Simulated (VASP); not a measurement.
Wanted: the native input for a VASP 6.6.1 run.

| Property | Result |
| --- | --- |
| Task | single point |
| Functional | LDA |
| Potentials or basis | VASP PAW LDA potentials, release 64 (Mn_pv, Se) |
| Cutoff | 520 eV |
| k mesh | 14 × 14 × 14 |
| Occupations | gaussian, width 0.1 eV |
| Spin | collinear spin, ferromagnetic start |
| Starting moments | [4.17, 0.0] μB |
| Dipole correction | no |
| Further INCAR settings | ALGO = Normal; EDIFF = 1e-07; NBANDS = 20 |

The structure of MnSe lies in POSCAR:

```
MnSe
1.0
    0.0000000000      2.8113467176      2.8113467176
    2.8113467176      0.0000000000      2.8113467176
    2.8113467176      2.8113467176      0.0000000000
Mn Se
1 1
Direct
    0.0000000000      0.0000000000      0.0000000000
    0.7500000000      0.7500000000      0.7500000000
```

One way to write it, as run:

INCAR

```
  PREC = Accurate
  ENCUT = 520
  EDIFF = 1E-7
  ISMEAR = 0
  SIGMA = 0.1
  LREAL = False
  LASPH = True
  NELM = 150
  ALGO = Normal
  ISIF = 2
  LWAVE = False
  LCHARG = False
  ISPIN = 2
  MAGMOM = 4.17 0
  LORBIT = 11
  LMAXMIX = 4
  GGA = CA
  NBANDS = 20
```

KPOINTS

```
Automatic mesh
0
Gamma
  14 14 14
```

Potentials or basis: VASP PAW LDA potentials, release 64 (Mn_pv, Se).

The run is started by

```bash
$ cat potpaw_LDA.64/Mn_pv/POTCAR potpaw_LDA.64/Se/POTCAR > POTCAR
$ mpirun -np 1 vasp_std > vasp.out
```

It gave:

```json
{
  "Pressure": "-0.8 GPa",
  "Net moment": "4.27 μB per cell",
  "Site moments": "Mn +3.83; Se +0.05 μB",
  "Valence electrons inside the program's atomic spheres": "Mn 11.53; Se 3.93"
}
```

Caveat: a cell with one magnetic atom can't hold antiferromagnetic order, which such compounds often take.

Wall time 2.6 min on 1 thread of Intel(R) Xeon(R) Platinum 8259CL CPU @ 2.50GHz (Skylake/Cascade Lake) (shared host), peak memory 0.27 GiB.
